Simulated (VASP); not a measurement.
# In4SbAs3 in VASP: notebook, part 2 of 3

VASP 6.6.1. Earlier steps stand in the parts before.

## Step 3: Single point, PBE

This run uses another cell than the first one, of the same volume but with other edges.

File INCAR:

```
  PREC = Accurate
  ENCUT = 520
  EDIFF = 1E-6
  ISMEAR = 0
  SIGMA = 0.2
  LREAL = F
  LASPH = T
  NELM = 60
  ALGO = Normal
  ISIF = 2
  LWAVE = F
  LCHARG = F
  GGA = PE
  NBANDS = 46
```

File KPOINTS:

```
regular mesh
0
Gamma
  4 4 4
```

File POSCAR:

```
In4SbAs3
1.0
    6.3012204000      0.0000000000      0.0000000000
    0.0000000000      6.3012204000      0.0000000000
   -3.1506102000     -3.1506102000      6.2909363000
In Sb As
4 1 3
Direct
    0.3898540000      0.8682050000      0.2580590000
    0.8682050000      0.3898540000      0.2580590000
    0.1317950000      0.1317950000      0.7419410000
    0.6101460000      0.6101460000      0.7419410000
    0.0000000000      0.0000000000      0.0000000000
    0.2500000000      0.7500000000      0.5000000000
    0.7500000000      0.2500000000      0.5000000000
    0.5000000000      0.5000000000      0.0000000000
```

Potentials or basis: VASP PAW PBE potentials, release 64 (In_d, Sb, As).

Launch:

```
$ cat potpaw_PBE.64/In_d/POTCAR potpaw_PBE.64/Sb/POTCAR potpaw_PBE.64/As/POTCAR > POTCAR
$ mpirun -np 1 vasp_std > vasp.out
```

OUTCAR:

```text
PREC = Accurate
   ENCUT = 520
   EDIFF = 1E-6
   ISMEAR = 0
   LREAL = F
   LASPH = T
   NELM = 60
   ISIF = 2
   GGA = PE

 ion  position               nearest neighbor table
   1  0.390  0.868  0.258-   8 2.68   7 2.70   6 2.70   5 2.84
   2  0.868  0.390  0.258-   8 2.68   7 2.70   6 2.70   5 2.84
   3  0.132  0.132  0.742-   8 2.68   7 2.70   6 2.70   5 2.84
   4  0.610  0.610  0.742-   8 2.68   7 2.70   6 2.70   5 2.84
   5  0.000  0.000  0.000-   1 2.84   2 2.84   3 2.84   4 2.84
   6  0.250  0.750  0.500-   1 2.70   2 2.70   3 2.70   4 2.70
   7  0.750  0.250  0.500-   1 2.70   2 2.70   3 2.70   4 2.70
   8  0.500  0.500  0.000-   1 2.68   2 2.68   3 2.68   4 2.68

  LATTYP: Found a body centered tetragonal cell.
 ALAT       =     6.3012204000
 C/A-ratio  =     1.9967358387

  Lattice vectors:

 A1 = (   3.1506102000,  -3.1506102000,  -6.2909363000)
 A2 = (  -3.1506102000,   3.1506102000,  -6.2909363000)
 A3 = (   3.1506102000,   3.1506102000,   6.2909363000)

Analysis of symmetry for initial positions (statically):
=====================================================================
 Subroutine PRICEL returns:
 Original cell was already a primitive cell.

 Routine SETGRP: Setting up the symmetry group for a
 body centered tetragonal supercell.

 Subroutine GETGRP returns: Found  8 space group operations
 (whereof  8 operations were pure point group operations)
 out of a pool of 16 trial point group operations.

The static configuration has the point symmetry D_2d.

Analysis of symmetry for dynamics (positions and initial velocities):
=====================================================================
 Subroutine PRICEL returns:
 Original cell was already a primitive cell.

 Routine SETGRP: Setting up the symmetry group for a
 body centered tetragonal supercell.

 Subroutine GETGRP returns: Found  8 space group operations
 (whereof  8 operations were pure point group operations)
 out of a pool of 16 trial point group operations.

The dynamic configuration has the point symmetry D_2d.

 Subroutine INISYM returns: Found  8 space group operations
 (whereof  8 operations are pure point group operations),
 and found     1 'primitive' translations

----------------------------------------------------------------------------------------

                                     Primitive cell

  volume of cell :     249.7840

  direct lattice vectors                    reciprocal lattice vectors
     6.301220400  0.000000000  0.000000000     0.158699416  0.000000000  0.079479425
     0.000000000  6.301220400  0.000000000     0.000000000  0.158699416  0.079479425
    -3.150610200 -3.150610200  6.290936300     0.000000000  0.000000000  0.158958850

  length of vectors
     6.301220400  6.301220400  7.708992722     0.177489391  0.177489391  0.158958850

  position of ions in fractional coordinates (direct lattice)
     0.389854000  0.868205000  0.258059000
     0.868205000  0.389854000  0.258059000
     0.131795000  0.131795000  0.741941000
     0.610146000  0.610146000  0.741941000
     0.000000000  0.000000000  0.000000000
     0.250000000  0.750000000  0.500000000
     0.750000000  0.250000000  0.500000000
     0.500000000  0.500000000  0.000000000

  ion indices of the primitive-cell ions
   primitive index   ion index
                 1           1
[... 46 lines left out ...]
  0.250000  0.250000  0.250000      4.000000
  0.500000  0.500000  0.250000      2.000000
  0.000000  0.000000  0.500000      1.000000
   k-points           NKPTS =     13   k-points in BZ     NKDIM =     13   number of bands    NBANDS=     46
   number of dos      NEDOS =    301   number of ions     NIONS =      8
   total plane-waves  NPLWV = 138240
   dimension x,y,z NGX =    48 NGY =   48 NGZ =   60
   dimension x,y,z NGXF=    96 NGYF=   96 NGZF=  120
   ions per type =               4   1   3
   NGX,Y,Z   is equivalent  to a cutoff of  12.66, 12.66, 12.94 a.u.
   NGXF,Y,Z  is equivalent  to a cutoff of  25.33, 25.33, 25.88 a.u.
 SYSTEM =  unknown system
   PREC   = accura    normal or accurate (medium, high low for compatibility)
   ISTART =      0    job   : 0-new  1-cont  2-samecut
   ICHARG =      2    charge: 1-file 2-atom 10-const
   ISPIN  =      1    spin polarized calculation?
   LNONCOLLINEAR =      F non collinear calculations
   LSORBIT =      F    spin-orbit coupling
   LASPH  =      T    aspherical Exc in radial PAW
   ENCUT  =  520.0 eV  38.22 Ry    6.18 a.u.  11.72 11.72 14.33*2*pi/ulx,y,z
   NELM   =     60;   NELMIN=  2; NELMDL= -5     # of ELM steps
   EDIFF  = 0.1E-05   stopping-criterion for ELM
   LREAL  =      F    real-space projection
   EDIFFG = 0.1E-04   stopping-criterion for IOM
   NSW    =      0    number of steps for IOM
   IBRION =     -1    ionic relax: 0-MD 1-quasi-New 2-CG
   NFREE  =      0    steps in history (QN), initial steepest desc. (CG)
   ISIF   =      2    stress and relaxation
   ISYM   =      2    0-nonsym 1-usesym 2-fastsym
   POTIM  = 0.5000    time-step for ionic-motion
   TEBEG  =    0.0;   TEEND  =   0.0 temperature during run
   PSTRESS=    0.0 pullay stress
   NELECT =      72.0000    total number of electrons
   NUPDOWN=      -1.0000    fix difference up-down
   EMIN   =  10.00;   EMAX   =-10.00  energy-range for DOS
   EFERMI =   0.00;   METHOD = LEGACY
   ISMEAR =     0;   SIGMA  =   0.20  broadening in eV -4-tet -1-fermi 0-gaus
   EFERMI_NEDOS =   21; number of points for ismear=-14 and -15
   IALGO  =     38    algorithm
   IMIX   =      4    mixing-type and parameters
     AMIX     =   0.40;   BMIX     =  1.00
     AMIX_MAG =   1.60;   BMIX_MAG =  1.00
  volume/ion in A,a.u.               =      31.22       210.70
  Fermi-wavevector in a.u.,A,eV,Ry     =   1.081428  2.043602 15.911819  1.169486
  Thomas-Fermi vector in A             =   2.217444
   LORBIT       =      0    0 simple, 1 ext, 2 COOP (PROOUT), +10 PAW based schemes
   GGA     = PE    functional components
   LHFCALC =     F    Hartree Fock is set to
   AEXX    =    0.0000 exact exchange contribution
   IVDW    =     0    specifies the selected vdW correction
   LEPSILON=     F    determine dielectric tensor
   LRPA    =     F    only Hartree local field effects (RPA)
 non-spin polarized calculation
 Gauss-broadening in eV      SIGMA  =   0.20
  energy-cutoff  :      520.00
  volume of cell :      249.78
 maximum number of plane-waves:      6768
 NGX is ok and might be reduce to    48

 number of electron      71.9999990 magnetization

 Free energy of the ion-electron system (eV)
  ---------------------------------------------------
  ext. energy  EPLUGINS =         0.00000000
  ---------------------------------------------------
  free energy    TOTEN  =       -30.01238808 eV

  energy without entropy =      -30.00642195  energy(sigma->0) =      -30.00940501

 E-fermi :   4.1088     XC(G=0):  -8.6973

 val. band max:        4.0332111280   @ k =   0.0000   0.0000   0.0000
 cond. band min:       4.5380689030   @ k =   0.5000   0.5000   0.0000
 fundamental gap:      0.5048577750
 Fermi energy:         4.1087861383

 k-point     1 :       0.0000    0.0000    0.0000
  band No.  band energies     occupation
      1     -10.4323      2.00000
      2     -10.4131      2.00000
      3     -10.3939      2.00000
      4     -10.3064      2.00000
      5     -10.3064      2.00000
      6     -10.3057      2.00000
[... 626 lines left out ...]
     45       9.7025      0.00000
     46       9.7039      0.00000

------------------------ aborting loop because EDIFF is reached ----------------------------------------

  FORCE on cell =-STRESS in cart. coord.  units (eV):
  Direction    XX          YY          ZZ          XY          YZ          ZX
  --------------------------------------------------------------------------------------
  -------------------------------------------------------------------------------------
  Total        0.0907276      0.0907276      0.1055711      0.0000000      0.0000000      0.0000000
  in kB        0.5819496      0.5819496      0.6771593      0.0000000      0.0000000      0.0000000
  external PRESSURE =       0.6136862 kB  Pullay stress =       0.0000000 kB

 VOLUME and BASIS-vectors are now :
 -----------------------------------------------------------------------------
  energy-cutoff  :      520.00
  volume of cell :      249.78
      direct lattice vectors                 reciprocal lattice vectors
     6.301220400  0.000000000  0.000000000     0.158699416  0.000000000  0.079479425
     0.000000000  6.301220400  0.000000000     0.000000000  0.158699416  0.079479425
    -3.150610200 -3.150610200  6.290936300     0.000000000  0.000000000  0.158958850

 POSITION                                       TOTAL-FORCE (eV/Angst)
 -----------------------------------------------------------------------------------
      1.64351      4.65771      1.62343        -0.001541      0.001541      0.002210
      4.65771      1.64351      1.62343         0.001541     -0.001541      0.002210
     -1.50710     -1.50710      4.66750        -0.001541     -0.001541     -0.002210
      1.50710      1.50710      4.66750         0.001541      0.001541     -0.002210
      0.00000      0.00000      0.00000         0.000000      0.000000      0.000000
      0.00000      3.15061      3.14547         0.000000      0.000000      0.000000
      3.15061      0.00000      3.14547        -0.000000      0.000000      0.000000
      3.15061      3.15061      0.00000        -0.000000      0.000000      0.000000
 -----------------------------------------------------------------------------------
    total drift:                                0.000010      0.000010      0.000002

  FREE ENERGIE OF THE ION-ELECTRON SYSTEM (eV)
  ---------------------------------------------------
  free  energy   TOTEN  =       -30.0123880800 eV

  energy  without entropy=      -30.0064219487  energy(sigma->0) =      -30.00940501
```

Wall time 6 min (1 thread of Intel Xeon 8259CL, shared host); peak memory 0.43 GiB.

Results:

```
Free energy            : -30.0124 eV
Pressure               : 0.1 GPa
Largest force          : 0.003 eV/Å
Band gap on the k mesh : zero (filled and empty bands touch)
```

Forces on the atoms (eV/Å):
```
In  -0.002  0.002  0.002
In   0.002 -0.002  0.002
In  -0.002 -0.002 -0.002
In   0.002  0.002 -0.002
Sb   0.000  0.000  0.000
As   0.000  0.000  0.000
As   0.000  0.000  0.000
As   0.000  0.000  0.000
```

Caveat: semilocal functionals underestimate gaps, and a narrow one can read as zero; spin-orbit coupling is left out, which moves the levels of the heavy elements.

[end of part 2 of 3]

The gap in the log of VASP goes by the Fermi energy; the results here count the filled bands.